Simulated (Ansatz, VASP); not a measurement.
# One calculation of ZnSe, two programs

```
Zn Se
1.0
     0.00000    2.69065    3.03548
     3.03548    0.00000    3.03548
     3.03548    2.69065    0.00000
Zn Se
1 1
Direct
  0.00000 0.00000 0.00000
  0.75000 0.75000 0.75000
```

Alike in both runs: task single point; functional PBE; k mesh 10 × 10 × 10; occupations gaussian, width 0.05 eV; no spin polarisation.

```csv
,VASP,Ansatz
version,VASP 6.6.1,Ansatz 0.2.0
potentials or method,"VASP PAW PBE potentials, release 64 (Zn, Se), cutoff 520 eV","scalar-relativistic, plane waves, PAW"
valence electrons in the cell,18,28
```

|  | VASP | Ansatz | Ansatz less VASP |
| --- | --- | --- | --- |
| gap on the k mesh at the Fermi level (eV) | 0.69 | 0.69 | -0.002 |
| least direct gap on the mesh (eV) | 0.69 | 0.69 | -0.002 |
| pressure (GPa) | -2.6 | -2.8 | -0.18 |
| traceless stress, the component that is largest in VASP (GPa) | 2.30 | 2.32 | +0.019 |

VASP's potentials hold 18 valence electrons a cell and Ansatz's 28, so a difference there can come from the potentials and not from the codes.
